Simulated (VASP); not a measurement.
# Al32H (a cell with a defect) in VASP: further runs, part 2 of 2

VASP 6.6.1.

## 3. Single point, PBEsol

INCAR

```
SYSTEM = Al32H
ALGO     = Normal         ! electronic algorithm
EDIFF    = 1E-6           ! SCF threshold, eV
ENCUT    = 520            ! plane-wave cutoff, eV
GGA      = PS             ! functional
ISIF     = 2              ! what is computed and relaxed
ISMEAR   = 0              ! smearing method
LASPH    = .TRUE.         ! aspherical terms in the spheres
LCHARG   = .TRUE.         ! write CHGCAR
LELF     = .TRUE.         ! ELF
LREAL    = Auto         
LVHAR    = .TRUE.       
LWAVE    = .FALSE.        ! write WAVECAR
NBANDS   = 70             ! bands
NELM     = 100            ! most SCF steps
PREC     = Accurate       ! precision mode
SIGMA    = 0.1            ! smearing width, eV
```

KPOINTS

```
k-points
0
G
  3 3 3
  0 0 0
```

POSCAR

```
Al32H
1.0
    8.1000000000      0.0000000000      0.0000000000
    0.0000000000      8.1000000000      0.0000000000
    0.0000000000      0.0000000000      8.1000000000
Al H
32 1
Direct
    0.4992465432     -0.0010867901     -0.0005540741
    0.7488388889      0.2492379012      0.0007629630
    0.7326964198      0.0044954321      0.2563545679
    0.0043567901      0.0043713580     -0.0154171605
    0.2487029630      0.2487376543     -0.0012902469
    0.4980386420      0.4980740741     -0.0003502469
    0.7456451852      0.7456760494     -0.0023888889
    0.2490116049     -0.0024116049      0.2495076543
    0.4949123457      0.2508358025      0.2500122222
    0.7474796296      0.4992971605      0.2508100000
    0.4948991358     -0.0018730864      0.5026686420
    0.7467258025      0.2488076543      0.5007183951
    0.7474377778     -0.0011012346      0.7511816049
   -0.0011183951      0.4992780247     -0.0005587654
    0.2491997531      0.7488746914      0.0007575309
   -0.0024567901      0.2490460494      0.2495033333
    0.2507739506      0.4949622222      0.2500070370
    0.4992501235      0.7475129630      0.2508075309
   -0.0024490123     -0.0024090123      0.5009876543
    0.2484765432      0.2485256790      0.5004204938
    0.4986311111      0.4986718519      0.5011580247
    0.7488665432      0.7489087654      0.5010696296
    0.2507609877     -0.0018939506      0.7468638272
    0.4985983951      0.2492261728      0.7505738272
    0.7477561728      0.4981101235      0.7499722222
    0.0044455556      0.7327870370      0.2563208642
   -0.0019156790      0.4949512346      0.5026471605
    0.2487634568      0.7467620988      0.5007088889
   -0.0019303704      0.2508008642      0.7468655556
    0.2491914815      0.4986343210      0.7505696296
    0.4980730864      0.7477934568      0.7499702469
   -0.0011353086      0.7474645679      0.7511670370
    0.9341875309      0.9342860494      0.1861256790
```

Potentials or basis: VASP PAW PBE potentials, release 64 (Al, H).

Launch:

```sh
$ cat potpaw_PBE.64/Al/POTCAR potpaw_PBE.64/H/POTCAR > POTCAR
$ mpirun -np 1 vasp_std > vasp.out
```

Wall time 4.4 min (1 thread of Intel Xeon 6975P-C (Granite Rapids), shared host); peak memory 0.65 GiB.

It converged, with:

| Property | Result |
| --- | --- |
| Free energy | -134.2334 eV |
| Pressure | -1.0 GPa |
| Largest force | 0.009 eV/Å |
| Band gap on the k mesh | zero (an odd number of electrons rules out a gap without spin polarisation) |

Forces on the atoms (eV/Å):
```
Al  -0.002 -0.002 -0.004
Al  -0.002 -0.002  0.004
Al   0.007  0.000 -0.006
Al   0.000  0.000  0.003
Al  -0.001  0.000 -0.004
Al  -0.001 -0.001 -0.002
Al   0.004  0.004  0.004
Al  -0.001 -0.001 -0.002
Al   0.005  0.002  0.000
Al  -0.002  0.001  0.001
Al   0.004  0.002  0.001
Al  -0.001  0.002  0.000
Al  -0.001  0.000  0.003
Al  -0.002 -0.001 -0.003
Al  -0.002 -0.001  0.003
Al  -0.002  0.000 -0.001
Al   0.002  0.005  0.000
Al   0.000 -0.002  0.001
Al   0.000 -0.001  0.000
Al  -0.001 -0.001  0.001
Al  -0.001 -0.001  0.003
Al  -0.002 -0.003  0.005
Al   0.003 -0.002 -0.003
Al  -0.003 -0.002  0.002
Al  -0.003 -0.002  0.000
Al   0.001  0.006 -0.006
Al   0.002  0.003  0.001
Al   0.001 -0.002  0.000
Al  -0.002  0.003 -0.003
Al  -0.001 -0.003  0.001
Al  -0.002 -0.003  0.000
Al  -0.001 -0.001  0.003
H    0.003  0.002  0.000
```

Stress tensor (GPa, compression positive):
```
-0.95 -0.17 -0.17
-0.17 -0.95 -0.17
-0.17 -0.17 -0.96
```

Levels at points of the mesh, in eV from the Fermi level:
| k point | band 45 | band 46 | band 47 | band 48 | band 49 | band 50 | band 51 | band 52 |
| --- | --- | --- | --- | --- | --- | --- | --- | --- |
| (0.00, 0.00, 0.00) | -0.68 | -0.04 | 0.22 | 0.22 | 0.28 | 0.32 | 0.32 | 0.92 |

Caveat: the PAW data sets were made with another functional, which shifts forces and pressure a little.

## 4. Single point, PBEsol

INCAR

```
ALGO     = Normal         # electronic algorithm
EDIFF    = 1E-6           # SCF threshold, eV
ENCUT    = 520            # plane-wave cutoff, eV
GGA      = PS             # functional
ISIF     = 2              # what is computed and relaxed
ISMEAR   = 0              # smearing method
LASPH    = True           # aspherical terms in the spheres
LCHARG   = False          # write CHGCAR
LREAL    = Auto         
LWAVE    = False          # write WAVECAR
NBANDS   = 70             # bands
NELM     = 80             # most SCF steps
PREC     = Accurate       # precision mode
SIGMA    = 0.1            # smearing width, eV
```

KPOINTS

```
k-points
0
Gamma
  3 3 3
```

POSCAR

```
Al32H
1.0
    8.1000000000      0.0000000000      0.0000000000
    0.0000000000      8.1000000000      0.0000000000
    0.0000000000      0.0000000000      8.1000000000
Al H
32 1
Direct
    0.4975327160     -0.0019785185     -0.0007782716
    0.7478182716      0.2477558025      0.0007293827
    0.7360817284     -0.0006301235      0.2523162963
   -0.0006633333     -0.0006548148     -0.0114545679
    0.2469429630      0.2469707407     -0.0002519753
    0.4973385185      0.4973686420     -0.0003700000
    0.7462882716      0.7463144444     -0.0007355556
    0.2499830864     -0.0027892593      0.2501537037
    0.4956840741      0.2491988889      0.2502817284
    0.7461846914      0.4974709877      0.2509153086
    0.4956283951     -0.0025988889      0.5020176543
    0.7467443210      0.2470128395      0.4999056790
    0.7461250617     -0.0020167901      0.7504003704
   -0.0020038272      0.4975559259     -0.0007777778
    0.2477212346      0.7478533333      0.0007271605
   -0.0028255556      0.2499919753      0.2501488889
    0.2491396296      0.4957249383      0.2502761728
    0.4974335802      0.7462035802      0.2509120988
   -0.0027677778     -0.0027379012      0.5030601235
    0.2474513580      0.2474960494      0.5003118519
    0.4976291358      0.4976620988      0.5014912346
    0.7478246914      0.7478629630      0.5005760494
    0.2492667901     -0.0026045679      0.7485327160
    0.4976028395      0.2485304938      0.7505555556
    0.7467780247      0.4974035802      0.7502612346
   -0.0006648148      0.7361825926      0.2522916049
   -0.0026359259      0.4956730864      0.5019945679
    0.2469792593      0.7467738272      0.4998991358
   -0.0026338272      0.2493023457      0.7485359259
    0.2485034568      0.4976333333      0.7505525926
    0.4973738272      0.7468127160      0.7502607407
   -0.0020443210      0.7461425926      0.7503851852
    0.9644283951      0.9645934568      0.2165472840
```

Launch:

```sh
$ cat potpaw_PBE.64/Al/POTCAR potpaw_PBE.64/H/POTCAR > POTCAR
$ mpirun -np 1 vasp_std > vasp.out
```

Wall time 4.5 min (1 thread of Intel Xeon 6975P-C (Granite Rapids), shared host); peak memory 0.65 GiB.

Results (log left out):

```yaml
Free_energy: -134.2856 eV
Pressure: -1.2 GPa
Largest_force: 0.154 eV/Å
Band_gap_on_the_k_mesh: zero (an odd number of electrons rules out a gap without spin polarisation)
```

Forces on the atoms (eV/Å):
```
Al  -0.008 -0.004 -0.008
Al  -0.005 -0.007 -0.003
Al   0.020 -0.017 -0.015
Al  -0.014 -0.013  0.015
Al  -0.005 -0.004  0.000
Al  -0.004 -0.004 -0.001
Al   0.005  0.006  0.003
Al   0.003 -0.004 -0.002
Al   0.001 -0.002 -0.002
Al  -0.002 -0.004 -0.003
Al   0.005 -0.001 -0.003
Al   0.001 -0.004 -0.004
Al  -0.004 -0.003 -0.006
Al  -0.004 -0.008 -0.008
Al  -0.007 -0.004 -0.002
Al  -0.004  0.003 -0.002
Al  -0.002  0.001 -0.002
Al  -0.004 -0.002 -0.003
Al   0.000 -0.001  0.000
Al  -0.004 -0.005 -0.003
Al  -0.005 -0.004 -0.001
Al  -0.005 -0.005 -0.004
Al  -0.005 -0.004 -0.001
Al  -0.004 -0.002 -0.001
Al  -0.003 -0.005 -0.003
Al  -0.016  0.020 -0.015
Al  -0.001  0.005 -0.002
Al  -0.004  0.001 -0.004
Al  -0.004 -0.005 -0.001
Al  -0.003 -0.004 -0.002
Al  -0.005 -0.003 -0.003
Al  -0.003 -0.004 -0.006
H    0.088  0.087  0.091
```

Stress tensor (GPa, compression positive):
```
-1.16 -0.07 -0.05
-0.07 -1.16 -0.05
-0.05 -0.05 -1.16
```

Levels at points of the mesh, in eV from the Fermi level:
```csv
k point,band 45,band 46,band 47,band 48,band 49,band 50,band 51,band 52
"(0.00, 0.00, 0.00)",-0.69,-0.38,0.23,0.23,0.29,0.30,0.30,1.07
```

Caveat: the PAW data sets were made with another functional, which shifts forces and pressure a little.

## 5. Summary

```tsv
cell	gap on the mesh (eV)	pressure (GPa)	largest force (eV/Å)
as given, atomic positions A	none	-1.2	0.15
as given, atomic positions B	none	-1.0	0.01
as given, atomic positions C	none	-1.2	0.15
```

Alike in all rows: task single point; level PBEsol; potentials or basis VASP PAW PBE potentials, release 64 (Al, H); no spin polarisation; k mesh 3 × 3 × 3; cutoff (eV) 520; smearing gaussian 0.1 eV.

Caveats: the PAW data sets were made with another functional, which shifts forces and pressure a little.

Absolute energies hang on the potentials; compare differences alone.
